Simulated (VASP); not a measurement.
# RbBa3 (Fm-3m) in VASP: single point with LDA

Aim: the single point of RbBa3 with LDA.

All numbers are computed with VASP 6.6.1; they aren't measurements. Logs are shortened: lines on timing, memory, paths and dates and some standing lists are left out, and cuts for length are marked.

## Step 1: The cell of the first run

Symmetry: Fm-3m, No. 225, cubic system. The conventional cell has a = 10.362 Å, b = 10.362 Å, c = 10.362 Å, α = 90.00°, β = 90.00°, γ = 90.00°. Rb (site symmetry m-3m) has 14 Ba at 4.49 to 5.18 Å within 5.9 Å. Within 5.9 Å of Ba (site symmetry -43m) lie 4 Rb at 4.49 Å and 10 Ba at 4.49 to 5.18 Å. Within 5.9 Å of Ba (site symmetry m-3m) lie 8 Ba at 4.49 Å and 6 Rb at 5.18 Å.

## Step 2: Single point, LDA

INCAR reads:

```
PREC = Accurate
ENCUT = 520
EDIFF = 1E-6
ISMEAR = 0
SIGMA = 0.1
LREAL = False
LASPH = True
NELM = 60
ALGO = Normal
ISIF = 2
LWAVE = False
LCHARG = False
NBANDS = 28
```

KPOINTS reads:

```
Automatic mesh
0
Gamma
  4 4 4
```

POSCAR reads:

```
RbBa3
1.0
    0.0000000000      5.1811550000      5.1811550000
    5.1811550000      0.0000000000      5.1811550000
    5.1811550000      5.1811550000      0.0000000000
Rb Ba
1 3
Direct
    0.0000000000      0.0000000000      0.0000000000
    0.2500000000      0.2500000000      0.2500000000
    0.7500000000      0.7500000000      0.7500000000
    0.5000000000      0.5000000000      0.5000000000
```

Potentials or basis: VASP PAW LDA potentials, release 64 (Rb_sv, Ba_sv).

Command:

```console
cat potpaw_LDA.64/Rb_sv/POTCAR potpaw_LDA.64/Ba_sv/POTCAR > POTCAR
mpirun -np 1 vasp_std > vasp.out
```

OUTCAR:

```text
PREC = Accurate
   ENCUT = 520
   EDIFF = 1E-6
   ISMEAR = 0
   LREAL = False
   LASPH = True
   NELM = 60
   ISIF = 2

 ion  position               nearest neighbor table
   1  0.000  0.000  0.000-   3 4.49   3 4.49   3 4.49   2 4.49   3 4.49   2 4.49   2 4.49   2 4.49
                             4 5.18   4 5.18   4 5.18   4 5.18   4 5.18   4 5.18
   2  0.250  0.250  0.250-   1 4.49   1 4.49   1 4.49   1 4.49   4 4.49   4 4.49   4 4.49   4 4.49

   3  0.750  0.750  0.750-   4 4.49   4 4.49   4 4.49   1 4.49   4 4.49   1 4.49   1 4.49   1 4.49

   4  0.500  0.500  0.500-   2 4.49   2 4.49   2 4.49   2 4.49   3 4.49   3 4.49   3 4.49   3 4.49
                             1 5.18   1 5.18   1 5.18   1 5.18   1 5.18   1 5.18

  LATTYP: Found a face centered cubic cell.
 ALAT       =    10.3623100000

  Lattice vectors:

 A1 = (   0.0000000000,   5.1811550000,   5.1811550000)
 A2 = (   5.1811550000,   0.0000000000,   5.1811550000)
 A3 = (   5.1811550000,   5.1811550000,   0.0000000000)

Analysis of symmetry for initial positions (statically):
=====================================================================
 Subroutine PRICEL returns:
 Original cell was already a primitive cell.

 Routine SETGRP: Setting up the symmetry group for a
 face centered cubic supercell.

 Subroutine GETGRP returns: Found 48 space group operations
 (whereof 48 operations were pure point group operations)
 out of a pool of 48 trial point group operations.

The static configuration has the point symmetry O_h .

Analysis of symmetry for dynamics (positions and initial velocities):
=====================================================================
 Subroutine PRICEL returns:
 Original cell was already a primitive cell.

 Routine SETGRP: Setting up the symmetry group for a
 face centered cubic supercell.

 Subroutine GETGRP returns: Found 48 space group operations
 (whereof 48 operations were pure point group operations)
 out of a pool of 48 trial point group operations.

The dynamic configuration has the point symmetry O_h .

 Subroutine INISYM returns: Found 48 space group operations
 (whereof 48 operations are pure point group operations),
 and found     1 'primitive' translations

----------------------------------------------------------------------------------------

                                     Primitive cell

  volume of cell :     278.1697

  direct lattice vectors                    reciprocal lattice vectors
     0.000000000  5.181155000  5.181155000    -0.096503579  0.096503579  0.096503579
     5.181155000  0.000000000  5.181155000     0.096503579 -0.096503579  0.096503579
     5.181155000  5.181155000  0.000000000     0.096503579  0.096503579 -0.096503579

  length of vectors
     7.327259670  7.327259670  7.327259670     0.167149102  0.167149102  0.167149102

  position of ions in fractional coordinates (direct lattice)
     0.000000000  0.000000000  0.000000000
     0.250000000  0.250000000  0.250000000
     0.750000000  0.750000000  0.750000000
     0.500000000  0.500000000  0.500000000

  ion indices of the primitive-cell ions
   primitive index   ion index
                 1           1
                 2           2
                 3           3
                 4           4

----------------------------------------------------------------------------------------

 KPOINTS: Automatic mesh

Automatic generation of k-mesh.
 Grid dimensions read from file:
 generate k-points for:    4    4    4

 Generating k-lattice:

  Cartesian coordinates                     Fractional coordinates (reciprocal lattice)
    -0.024125895  0.024125895  0.024125895     0.250000000  0.000000000  0.000000000
     0.024125895 -0.024125895  0.024125895     0.000000000  0.250000000  0.000000000
     0.024125895  0.024125895 -0.024125895     0.000000000  0.000000000  0.250000000

  Length of vectors
     0.041787275  0.041787275  0.041787275

  Shift w.r.t. Gamma in fractional coordinates (k-lattice)
     0.000000000  0.000000000  0.000000000

 Subroutine IBZKPT returns following result:
 ===========================================

 Found      8 irreducible k-points:

 Following reciprocal coordinates:
            Coordinates               Weight
  0.000000  0.000000  0.000000      1.000000
  0.250000  0.000000  0.000000      8.000000
  0.500000  0.000000  0.000000      4.000000
  0.250000  0.250000  0.000000      6.000000
  0.500000  0.250000  0.000000     24.000000
 -0.250000  0.250000  0.000000     12.000000
  0.500000  0.500000  0.000000      3.000000
 -0.250000  0.500000  0.250000      6.000000
   k-points           NKPTS =      8   k-points in BZ     NKDIM =      8   number of bands    NBANDS=     28
   number of dos      NEDOS =    301   number of ions     NIONS =      4
   total plane-waves  NPLWV = 157464
   dimension x,y,z NGX =    54 NGY =   54 NGZ =   54
   dimension x,y,z NGXF=   108 NGYF=  108 NGZF=  108
   ions per type =               1   3
   NGX,Y,Z   is equivalent  to a cutoff of  12.25, 12.25, 12.25 a.u.
   NGXF,Y,Z  is equivalent  to a cutoff of  24.50, 24.50, 24.50 a.u.
 SYSTEM =  unknown system
   PREC   = accura    normal or accurate (medium, high low for compatibility)
   ISTART =      0    job   : 0-new  1-cont  2-samecut
   ICHARG =      2    charge: 1-file 2-atom 10-const
   ISPIN  =      1    spin polarized calculation?
   LNONCOLLINEAR =      F non collinear calculations
   LSORBIT =      F    spin-orbit coupling
   LASPH  =      T    aspherical Exc in radial PAW
   ENCUT  =  520.0 eV  38.22 Ry    6.18 a.u.  13.62 13.62 13.62*2*pi/ulx,y,z
   NELM   =     60;   NELMIN=  2; NELMDL= -5     # of ELM steps
   EDIFF  = 0.1E-05   stopping-criterion for ELM
   LREAL  =      F    real-space projection
   EDIFFG = 0.1E-04   stopping-criterion for IOM
   NSW    =      0    number of steps for IOM
   IBRION =     -1    ionic relax: 0-MD 1-quasi-New 2-CG
   NFREE  =      0    steps in history (QN), initial steepest desc. (CG)
   ISIF   =      2    stress and relaxation
   ISYM   =      2    0-nonsym 1-usesym 2-fastsym
   POTIM  = 0.5000    time-step for ionic-motion
   TEBEG  =    0.0;   TEEND  =   0.0 temperature during run
   PSTRESS=    0.0 pullay stress
   NELECT =      39.0000    total number of electrons
   NUPDOWN=      -1.0000    fix difference up-down
   EMIN   =  10.00;   EMAX   =-10.00  energy-range for DOS
   EFERMI =   0.00;   METHOD = LEGACY
   ISMEAR =     0;   SIGMA  =   0.10  broadening in eV -4-tet -1-fermi 0-gaus
   EFERMI_NEDOS =   21; number of points for ismear=-14 and -15
   IALGO  =     38    algorithm
   IMIX   =      4    mixing-type and parameters
     AMIX     =   0.40;   BMIX     =  1.00
     AMIX_MAG =   1.60;   BMIX_MAG =  1.00
  volume/ion in A,a.u.               =      69.54       469.30
  Fermi-wavevector in a.u.,A,eV,Ry     =   0.850472  1.607158  9.841119  0.723302
  Thomas-Fermi vector in A             =   1.966454
   LORBIT       =      0    0 simple, 1 ext, 2 COOP (PROOUT), +10 PAW based schemes
   GGA     = CA    functional components
   LHFCALC =     F    Hartree Fock is set to
   AEXX    =    0.0000 exact exchange contribution
   IVDW    =     0    specifies the selected vdW correction
   LEPSILON=     F    determine dielectric tensor
   LRPA    =     F    only Hartree local field effects (RPA)
 non-spin polarized calculation
 Gauss-broadening in eV      SIGMA  =   0.10
  energy-cutoff  :      520.00
  volume of cell :      278.17
 maximum number of plane-waves:      7583
   NGX = 27   NGY = 27   NGZ = 27

 number of electron      38.9999999 magnetization

 Free energy of the ion-electron system (eV)
  ---------------------------------------------------
  ext. energy  EPLUGINS =         0.00000000
  ---------------------------------------------------
  free energy    TOTEN  =        -7.09725600 eV

  energy without entropy =       -7.05687667  energy(sigma->0) =       -7.07706633

 E-fermi :   0.8680     XC(G=0):  -7.0961

 val. band max:        0.8627105145   @ k =   0.2500   0.2500   0.0000
 cond. band min:       0.8826591695   @ k =  -0.2500   0.2500   0.0000
 fundamental gap:      0.0199486550
 Fermi energy:         0.8679912047

 k-point     1 :       0.0000    0.0000    0.0000
  band No.  band energies     occupation
      1     -28.3121      2.00000
      2     -28.3046      2.00000
      3     -28.1776      2.00000
      4     -26.9656      2.00000
      5     -13.5047      2.00000
      6     -13.5047      2.00000
[... 20 lines left out ...]
     27       3.0490      0.00000
     28       3.0490      0.00000

 k-point     2 :       0.2500    0.0000    0.0000
  band No.  band energies     occupation
      1     -28.3104      2.00000
      2     -28.3053      2.00000
      3     -28.1785      2.00000
      4     -26.9657      2.00000
      5     -13.5295      2.00000
      6     -13.5253      2.00000
[... 20 lines left out ...]
     27       2.6938      0.00000
     28       2.8289      0.00000

 k-point     3 :       0.5000    0.0000    0.0000
  band No.  band energies     occupation
      1     -28.3077      2.00000
      2     -28.3071      2.00000
      3     -28.1794      2.00000
      4     -26.9657      2.00000
      5     -13.5359      2.00000
      6     -13.5359      2.00000
[... 20 lines left out ...]
     27       2.2182      0.00000
     28       2.2182      0.00000

 k-point     4 :       0.2500    0.2500    0.0000
  band No.  band energies     occupation
      1     -28.3100      2.00000
      2     -28.3054      2.00000
      3     -28.1788      2.00000
      4     -26.9657      2.00000
      5     -13.5495      2.00000
      6     -13.5495      2.00000
[... 20 lines left out ...]
     27       2.7749      0.00000
     28       3.0780      0.00000

 k-point     5 :       0.5000    0.2500    0.0000
  band No.  band energies     occupation
      1     -28.3080      2.00000
      2     -28.3065      2.00000
      3     -28.1797      2.00000
      4     -26.9657      2.00000
      5     -13.5582      2.00000
      6     -13.5528      2.00000
[... 20 lines left out ...]
     27       2.3231      0.00000
     28       2.6037      0.00000

 k-point     6 :      -0.2500    0.2500    0.0000
  band No.  band energies     occupation
      1     -28.3086      2.00000
      2     -28.3062      2.00000
      3     -28.1794      2.00000
      4     -26.9657      2.00000
      5     -13.5454      2.00000
      6     -13.5394      2.00000
[... 20 lines left out ...]
     27       2.3552      0.00000
     28       2.7590      0.00000

 k-point     7 :       0.5000    0.5000    0.0000
  band No.  band energies     occupation
      1     -28.3080      2.00000
      2     -28.3062      2.00000
      3     -28.1800      2.00000
      4     -26.9657      2.00000
      5     -13.5740      2.00000
      6     -13.5740      2.00000
[... 20 lines left out ...]
     27       2.5263      0.00000
     28       2.5263      0.00000

 k-point     8 :      -0.2500    0.5000    0.2500
  band No.  band energies     occupation
      1     -28.3071      2.00000
      2     -28.3071      2.00000
      3     -28.1800      2.00000
      4     -26.9657      2.00000
      5     -13.5733      2.00000
      6     -13.5235      2.00000
[... 20 lines left out ...]
     27       2.1246      0.00000
     28       2.6769      0.00000

------------------------ aborting loop because EDIFF is reached ----------------------------------------

  FORCE on cell =-STRESS in cart. coord.  units (eV):
  Direction    XX          YY          ZZ          XY          YZ          ZX
  --------------------------------------------------------------------------------------
  -------------------------------------------------------------------------------------
  Total       -1.6220388     -1.6220388     -1.6220388      0.0000000      0.0000000      0.0000000
  in kB       -9.3424776     -9.3424776     -9.3424776      0.0000000      0.0000000      0.0000000
  external PRESSURE =      -9.3424776 kB  Pullay stress =       0.0000000 kB

 VOLUME and BASIS-vectors are now :
 -----------------------------------------------------------------------------
  energy-cutoff  :      520.00
  volume of cell :      278.17
      direct lattice vectors                 reciprocal lattice vectors
     0.000000000  5.181155000  5.181155000    -0.096503579  0.096503579  0.096503579
     5.181155000  0.000000000  5.181155000     0.096503579 -0.096503579  0.096503579
     5.181155000  5.181155000  0.000000000     0.096503579  0.096503579 -0.096503579

 POSITION                                       TOTAL-FORCE (eV/Angst)
 -----------------------------------------------------------------------------------
      0.00000      0.00000      0.00000        -0.000000     -0.000000     -0.000000
      2.59058      2.59058      2.59058         0.000000      0.000000      0.000000
      7.77173      7.77173      7.77173        -0.000000     -0.000000     -0.000000
      5.18116      5.18116      5.18116        -0.000000     -0.000000     -0.000000
 -----------------------------------------------------------------------------------
    total drift:                                0.000000      0.000000     -0.000000

  FREE ENERGIE OF THE ION-ELECTRON SYSTEM (eV)
  ---------------------------------------------------
  free  energy   TOTEN  =        -7.0972560014 eV

  energy  without entropy=       -7.0568766659  energy(sigma->0) =       -7.07706633
```

Wall time 49 s (1 thread of Intel Xeon Platinum 8375C at 2.90GHz (Ice Lake), shared host); peak memory 0.31 GiB.

Results:

- Free energy: -7.0973 eV
- Pressure: -0.9 GPa

Caveat: spin-orbit coupling is left out, which moves the levels of the heavy elements.
